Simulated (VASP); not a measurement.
Input of a VASP 6.6.1 run:

File INCAR:

```
SYSTEM = AlCo
PREC = Accurate
ENCUT = 520
EDIFF = 1E-7
ISMEAR = 0
SIGMA = 0.15
LREAL = .FALSE.
LASPH = .TRUE.
NELM = 150
ALGO = Normal
ISIF = 2
LWAVE = .FALSE.
LCHARG = .FALSE.
ISPIN = 2
MAGMOM = -0.01 0.16
LORBIT = 11
LMAXMIX = 4
GGA = PE
NBANDS = 17
```

The input KPOINTS:

```
regular mesh
0
G
  16 16 16
  0 0 0
```

File POSCAR:

```
AlCo
1.0
    3.0449554668      0.0000000000      0.0000000000
    0.0000000000      3.0449554668      0.0000000000
    0.0000000000      0.0000000000      2.7066270816
Al Co
1 1
Direct
    0.0000000000      0.0000000000      0.0000000000
    0.5000000000      0.5000000000      0.5000000000
```

Potentials or basis: VASP PAW PBE potentials, release 64 (Al, Co).

The run is started by

```sh
$ cat potpaw_PBE.64/Al/POTCAR potpaw_PBE.64/Co/POTCAR > POTCAR
$ mpirun -np 1 vasp_std > vasp.out
```

Question: Estimate the band gap on the k mesh.

Answer: Zero (filled and empty bands overlap).

Question: Estimate the net moment.

Answer: 0.00 μB per cell.

Question: What does it give for the pressure?

Answer: -10.2 GPa.

Stress tensor (GPa, compression positive):
```
-17.03   0.00   0.00
  0.00 -17.03   0.00
  0.00   0.00   3.43
```

Caveat: the cell differs from its parent crystal (strain +0.080 along x and y, -0.040 along z).
